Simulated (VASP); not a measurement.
# ZnSe (F-43m) in VASP: further runs, part 2 of 2

VASP 6.6.1. The steps go on from the part before.

## 3. Single point, PBEsol

This run uses another cell than the first one, of 22.35 Å³/atom, 0.983 times its volume.

INCAR reads:

```
PREC = Accurate
ENCUT = 520
EDIFF = 1E-6
ISMEAR = 0
SIGMA = 0.02
LREAL = F
LASPH = T
NELM = 60
ALGO = Normal
ISIF = 2
LWAVE = F
LCHARG = T
GGA = PS
LELF = T
LVHAR = T
NBANDS = 16
```

KPOINTS reads:

```
Automatic mesh
0
Gamma
  8 8 8
```

POSCAR reads:

```
ZnSe
1.0
    0.0000000000      2.8166236589      2.8166236589
    2.8166236589      0.0000000000      2.8166236589
    2.8166236589      2.8166236589      0.0000000000
Zn Se
1 1
Direct
    0.0000000000      0.0000000000      0.0000000000
    0.7500000000      0.7500000000      0.7500000000
```

Potentials or basis: VASP PAW PBE potentials, release 64 (Zn, Se).

Started as:

```sh
> cat potpaw_PBE.64/Zn/POTCAR potpaw_PBE.64/Se/POTCAR > POTCAR
> mpirun -np 1 vasp_std > vasp.out
```

OUTCAR:

```text
PREC = Accurate
   ENCUT = 520
   EDIFF = 1E-6
   ISMEAR = 0
   LREAL = F
   LASPH = T
   NELM = 60
   ISIF = 2
   GGA = PS

 ion  position               nearest neighbor table
   1  0.000  0.000  0.000-   2 2.44   2 2.44   2 2.44   2 2.44
   2  0.750  0.750  0.750-   1 2.44   1 2.44   1 2.44   1 2.44

  LATTYP: Found a face centered cubic cell.
 ALAT       =     5.6332473178

  Lattice vectors:

 A1 = (   0.0000000000,   2.8166236589,   2.8166236589)
 A2 = (   2.8166236589,   0.0000000000,   2.8166236589)
 A3 = (   2.8166236589,   2.8166236589,   0.0000000000)

Analysis of symmetry for initial positions (statically):
=====================================================================
 Subroutine PRICEL returns:
 Original cell was already a primitive cell.

 Routine SETGRP: Setting up the symmetry group for a
 face centered cubic supercell.

 Subroutine GETGRP returns: Found 24 space group operations
 (whereof 24 operations were pure point group operations)
 out of a pool of 48 trial point group operations.

[... 156 lines left out ...]
  ---------------------------------------------------
  ext. energy  EPLUGINS =         0.00000000
  ---------------------------------------------------
  free energy    TOTEN  =        -6.77313727 eV

  energy without entropy =       -6.77313727  energy(sigma->0) =       -6.77313727

 E-fermi :   1.7762     XC(G=0):  -9.6095

 val. band max:        1.6460214698   @ k =   0.0000   0.0000   0.0000
 cond. band min:       2.8893550195   @ k =   0.0000   0.0000   0.0000
 fundamental gap:      1.2433335497
 Fermi energy:         1.7762006351

 k-point     1 :       0.0000    0.0000    0.0000
  band No.  band energies     occupation
      1     -11.7594      2.00000
      2      -4.9791      2.00000
      3      -4.9791      2.00000
      4      -4.9791      2.00000
      5      -4.5906      2.00000
      6      -4.5906      2.00000
[... 433 lines left out ...]
      3      -4.8326      2.00000
      4      -4.6274      2.00000
      5      -4.5839      2.00000
      6      -4.3727      2.00000
[... 8 lines left out ...]
     15      14.3332      0.00000
     16      15.1858      0.00000

 [... further k-points ...]
[... 5 lines left out ...]
  --------------------------------------------------------------------------------------
  -------------------------------------------------------------------------------------
  Total        0.0775530      0.0775530      0.0775530     -0.0000000      0.0000000      0.0000000
  in kB        2.7803067      2.7803067      2.7803067     -0.0000000      0.0000000      0.0000000
  external PRESSURE =       2.7803067 kB  Pullay stress =       0.0000000 kB

 VOLUME and BASIS-vectors are now :
 -----------------------------------------------------------------------------
  energy-cutoff  :      520.00
  volume of cell :       44.69
      direct lattice vectors                 reciprocal lattice vectors
     0.000000000  2.816623659  2.816623659    -0.177517503  0.177517503  0.177517503
     2.816623659  0.000000000  2.816623659     0.177517503 -0.177517503  0.177517503
     2.816623659  2.816623659  0.000000000     0.177517503  0.177517503 -0.177517503

 POSITION                                       TOTAL-FORCE (eV/Angst)
 -----------------------------------------------------------------------------------
      0.00000      0.00000      0.00000        -0.000000     -0.000000     -0.000000
      4.22494      4.22494      4.22494         0.000000      0.000000      0.000000
 -----------------------------------------------------------------------------------
    total drift:                               -0.000000     -0.000000     -0.000001

  FREE ENERGIE OF THE ION-ELECTRON SYSTEM (eV)
  ---------------------------------------------------
  free  energy   TOTEN  =        -6.7731372681 eV

  energy  without entropy=       -6.7731372681  energy(sigma->0) =       -6.77313727
```

OSZICAR:

```text
N       E                     dE             d eps       ncg     rms          rms(c)
DAV:   1     0.857008155790E+02    0.85701E+02   -0.87777E+03   928   0.128E+03
DAV:   2    -0.162158586478E+01   -0.87322E+02   -0.81690E+02  1040   0.252E+02
DAV:   3    -0.703536874618E+01   -0.54138E+01   -0.53948E+01  1160   0.614E+01
DAV:   4    -0.707800675511E+01   -0.42638E-01   -0.42635E-01  1080   0.579E+00
DAV:   5    -0.707820739426E+01   -0.20064E-03   -0.20064E-03  1208   0.361E-01    0.483E+00
DAV:   6    -0.679550075396E+01    0.28271E+00   -0.63052E-01  1256   0.274E+01    0.375E+00
DAV:   7    -0.677596627486E+01    0.19534E-01   -0.16567E-01  1064   0.385E+00    0.163E+00
DAV:   8    -0.677329507376E+01    0.26712E-02   -0.40112E-03  1264   0.681E-01    0.430E-01
DAV:   9    -0.677309272905E+01    0.20234E-03   -0.85035E-04  1056   0.305E-01    0.643E-02
DAV:  10    -0.677314804643E+01   -0.55317E-04   -0.20779E-04  1232   0.174E-01    0.214E-02
DAV:  11    -0.677313700483E+01    0.11042E-04   -0.35391E-05  1296   0.824E-02    0.434E-03
DAV:  12    -0.677313726814E+01   -0.26331E-06   -0.55787E-06  1128   0.159E-02
   1 F= -.67731373E+01 E0= -.67731373E+01  d E =-.263449E-22
```

stdout:

```text
POSCAR found type information on POSCAR ZnSe
 POSCAR found :  2 types and       2 ions
 scaLAPACK will be used
 -----------------------------------------------------------------------------
|                                                                             |
|                                                                             |
|     You enforced a specific xc type in the INCAR file but a different       |
|     I HOPE YOU KNOW WHAT YOU ARE DOING!                                     |
|                                                                             |
 -----------------------------------------------------------------------------

 LDA part: xc-table for (Slater+PW92), standard interpolation
 POSCAR, INCAR and KPOINTS ok, starting setup
 FFT: planning ... GRIDC
 FFT: planning ... GRID_SOFT
 FFT: planning ... GRID
 WAVECAR not read
 entering main loop
```

Wall time 21 s (1 thread of AMD EPYC 7R13 (Zen 3), shared host); peak memory 0.15 GiB.

What came out:

- Free energy: -6.7731 eV
- Pressure: 0.3 GPa
- Band gap on the k mesh: 1.24 eV, direct

Levels at points of the mesh, in eV from the valence-band top:
```csv
k point,band 6,band 7,band 8,band 9,band 10,band 11,band 12,band 13
"(0.00, 0.00, 0.00)",-6.24,0.00,0.00,0.00,1.24,5.73,5.73,5.73
"(0.50, 0.00, 0.00)",-6.07,-5.40,-0.90,-0.90,2.48,6.30,6.30,8.45
"(0.50, 0.50, 0.00)",-6.05,-4.87,-2.28,-2.28,2.80,3.37,10.74,11.30
```

Caveat: the PAW data sets were made with another functional, which shifts forces and pressure a little. As with any semilocal functional, this PBEsol gap is likely too small.

## 4. Single point, PBEsol

This run uses another cell than the first one: it holds 32 atoms, not 2.

INCAR reads:

```
ALGO = Normal
EDIFF = 1E-6
ENCUT = 520
GGA = PS
ISIF = 2
ISMEAR = 0
LASPH = True
LCHARG = True
LELF = True
LREAL = Auto
LVHAR = True
LWAVE = False
NBANDS = 166
NELM = 80
PREC = Accurate
SIGMA = 0.02
```

KPOINTS reads:

```
Automatic mesh
0
Gamma
  2 2 2
  0.5 0.5 0.5
```

POSCAR reads:

```
ZnSe
1.0
    5.6332473178     -5.6332473178     -5.6332473178
   -5.6332473178     -5.6332473178      5.6332473178
   -5.6332473178      5.6332473178     -5.6332473178
Zn Se
16 16
Direct
    0.2500000000      0.2500000000      0.5000000000
    0.2500000000      0.5000000000      0.2500000000
    0.2500000000      0.7500000000      0.0000000000
    0.0000000000      0.2500000000      0.7500000000
    0.2500000000      0.0000000000      0.7500000000
    0.0000000000      0.5000000000      0.5000000000
    0.0000000000      0.7500000000      0.2500000000
    0.7500000000      0.2500000000      0.0000000000
    1.0000000000      1.0000000000      1.0000000000
    0.7500000000      0.5000000000      0.7500000000
    0.7500000000      0.7500000000      0.5000000000
    0.5000000000      0.2500000000      0.2500000000
    0.7500000000      0.0000000000      0.2500000000
    0.5000000000      0.5000000000      0.0000000000
    0.5000000000      0.7500000000      0.7500000000
    0.5000000000      0.0000000000      0.5000000000
    0.0000000000      0.2500000000      0.5000000000
    0.0000000000      0.5000000000      0.2500000000
    0.0000000000      0.7500000000      0.0000000000
    0.7500000000      0.2500000000      0.7500000000
    0.0000000000      0.0000000000      0.7500000000
    0.7500000000      0.5000000000      0.5000000000
    0.7500000000      0.7500000000      0.2500000000
    0.5000000000      0.2500000000      0.0000000000
    0.7500000000      0.0000000000      0.0000000000
    0.5000000000      0.5000000000      0.7500000000
    0.5000000000      0.7500000000      0.5000000000
    0.2500000000      0.2500000000      0.2500000000
    0.5000000000      0.0000000000      0.2500000000
    0.2500000000      0.5000000000      0.0000000000
    0.2500000000      0.7500000000      0.7500000000
    0.2500000000      0.0000000000      0.5000000000
```

Started as:

```sh
> cat potpaw_PBE.64/Zn/POTCAR potpaw_PBE.64/Se/POTCAR > POTCAR
> mpirun -np 1 vasp_std > vasp.out
```

It took 8.3 min on 1 thread of Intel Xeon Platinum 8488C (Sapphire Rapids), shared host; peak memory 1 GiB.

The run converged. Its results:

* Free energy: -108.4113 eV
* Pressure: 0.3 GPa
* Band gap on the k mesh: 3.15 eV

Levels at points of the mesh, in eV from the valence-band top:
| k point | band 140 | band 141 | band 142 | band 143 | band 144 | band 145 | band 146 | band 147 | band 148 | band 149 |
| --- | --- | --- | --- | --- | --- | --- | --- | --- | --- | --- |
| (0.25, 0.25, 0.25) | -0.05 | -0.05 | -0.05 | -0.05 | -0.05 | 3.15 | 3.15 | 3.15 | 3.15 | 4.09 |

Caveat: the PAW data sets were made with another functional, which shifts forces and pressure a little. A k mesh can miss the band edges.

## 5. The runs side by side

```csv
cell,k mesh,smearing,gap on the mesh (eV),pressure (GPa)
"a = 4.006 Å, angles 60.0°, 2 atoms",6 × 6 × 6,gaussian 0.1 eV,1.17,-0.8
"a = 3.983 Å, angles 60.0°, 2 atoms",8 × 8 × 8,gaussian 0.02 eV,1.24,0.3
"a = 9.757 Å, angles 109.5°, 32 atoms","2 × 2 × 2, shifted",gaussian 0.02 eV,3.15,0.3
```

Alike in all rows: task single point; level PBEsol; potentials or basis VASP PAW PBE potentials, release 64 (Zn, Se); no spin polarisation; cutoff (eV) 520.

Caveats: the PAW data sets were made with another functional, which shifts forces and pressure a little.

Absolute energies hang on the potentials; compare differences alone.
